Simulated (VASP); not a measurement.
## TiB2: single point with r2SCAN

The system is TiB2.

```
Ti B
1.0
     3.02920    0.00000    0.00000
    -1.51460    2.62336    0.00000
     0.00000    0.00000    3.22840
Ti B
1 2
Cartesian
  0.0000 0.0000 0.0000
  1.5146 0.8745 1.6142
  0.0000 1.7489 1.6142
```

```
Program             : VASP 6.6.1
Task                : single point
Functional          : r2SCAN
Potentials or basis : VASP PAW PBE potentials, release 64 (Ti_sv, B)
Cutoff              : 520 eV
k mesh              : 10 × 10 × 8
Occupations         : fermi-dirac, width 0.05 eV
Spin                : no spin polarisation
```

```json
{
  "Pressure": "-0.3 GPa",
  "Band gap on the k mesh": "zero (bands 9 and 10 overlap by 0.66 eV)"
}
```

Stress tensor (GPa, compression positive):
```
-0.54  0.00  0.00
 0.00 -0.54  0.00
 0.00  0.00  0.14
```

Levels at points of the mesh, in eV from the Fermi level:
```tsv
k point	band 7	band 8	band 9	band 10	band 11	band 12
(0.00, 0.00, 0.00)	-2.71	-2.55	-2.13	2.04	2.04	3.91
(0.50, 0.00, 0.00)	-3.49	-3.40	-2.32	1.45	2.93	3.43
(0.00, 0.00, 0.50)	-0.57	-0.57	-0.15	-0.15	0.53	0.53
(0.50, 0.00, 0.50)	-4.90	-4.03	-3.46	2.69	3.11	4.68
```

Run time: 2.5 min on 1 thread of AMD EPYC 7R13, on a shared host, peak memory 0.13 GiB.

Caveat: the PAW data sets were made with another functional, which shifts forces and pressure a little.
